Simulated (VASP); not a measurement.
Yb: single point with PBEsol+U

Crystal: Yb.

```
Yb
1.0
    -2.15148    2.15148    2.15148
     2.15148   -2.15148    2.15148
     2.15148    2.15148   -2.15148
Yb
1
Direct
  0.00000 0.00000 0.00000
```

This isn't the form of Yb at room conditions, which is fcc.

| Property | Result |
| --- | --- |
| Program | VASP 6.6.1 |
| Task | single point |
| Functional | PBEsol |
| Potentials or basis | VASP PAW PBE potentials, release 64 (Yb) |
| Cutoff | 520 eV |
| k mesh | 9 × 9 × 9 |
| Occupations | fermi-dirac, width 0.05 eV |
| Spin | collinear spin, ferromagnetic start |
| Starting moments | [1.0] μB |
| Hubbard terms | Yb f U = 8.0 eV |

* Pressure: -1.1 GPa
* Band gap on the k mesh: zero (filled and empty bands overlap)
* Net moment: 0.00 μB per cell
* Valence electrons inside the program's atomic spheres: Yb 22.24

Levels at points of the mesh, in eV from the Fermi level:
Spin up:
```
           k point  band 8  band 9  band 10  band 11  band 12  band 13  band 14  band 15  band 16  band 17
(0.00, 0.00, 0.00)   -2.34   -2.26    -2.26    -2.26    -2.23     3.06     3.06     3.06     4.83     4.83
```
Spin down:
| k point | band 10 | band 11 | band 12 | band 13 | band 14 | band 15 |
| --- | --- | --- | --- | --- | --- | --- |
| (0.00, 0.00, 0.00) | -2.26 | -2.26 | -2.23 | 3.06 | 3.06 | 3.06 |

Eigenvalues of the final occupation matrices:
```tsv
site	spin	trace	eigenvalues
site 1 f	1	6.93	0.99 0.99 0.99 0.99 0.99 0.99 0.99
site 1 f	2	6.93	0.99 0.99 0.99 0.99 0.99 0.99 0.99
```

Wall time 76 s on 1 thread of Oxide Virtual Turin-like Processor, with other jobs on the host, peak memory 0.18 GiB.

Caveat: the PAW data sets were made with another functional, which shifts forces and pressure a little; spin-orbit coupling is left out, which moves the levels of the heavy elements. The state reached can hang on the start; a lower one may exist.
